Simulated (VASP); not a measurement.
Ge, 1 atom in the cell. Symmetry: Pm-3m, No. 221, cubic system. The conventional cell has a = 2.420 Å, b = 2.420 Å, c = 2.420 Å, α = 90.00°, β = 90.00°, γ = 90.00°. Ge (site symmetry m-3m) has 6 Ge at 2.42 Å within 3.2 Å. 

```yaml
Program: VASP 6.6.1
Task: relaxation of cell and atoms
Functional: PBE
Potentials_or_basis: VASP PAW PBE potentials, release 64 (Ge_d)
Cutoff: 600 eV
k_mesh: 16 × 16 × 16
Occupations: fermi-dirac, width 0.08 eV
Spin: no spin polarisation
Target_pressure: 48 GPa
Dipole_correction: no
Further_INCAR_settings: ALGO = Normal; EDIFF = 1e-06; IBRION = 2; EDIFFG = -0.005; NSW = 60; ISIF = 3
```

Potentials or basis: VASP PAW PBE potentials, release 64 (Ge_d).

Launch:

```sh
$ cat potpaw_PBE.64/Ge_d/POTCAR > POTCAR
$ mpirun -np 1 vasp_std > vasp.out
```

Hardware: 1 thread of Intel(R) Xeon(R) Platinum 8175M CPU @ 2.50GHz (Skylake/Cascade Lake) (shared host).

**Question.** How long does it take, and how much memory?

**Answer.** Run time: 50 s on 1 thread of Intel(R) Xeon(R) Platinum 8175M CPU @ 2.50GHz (Skylake/Cascade Lake), with other jobs on the host, peak memory 0.15 GiB. Counts: scf iterations 25, k points 165, ion steps 3.
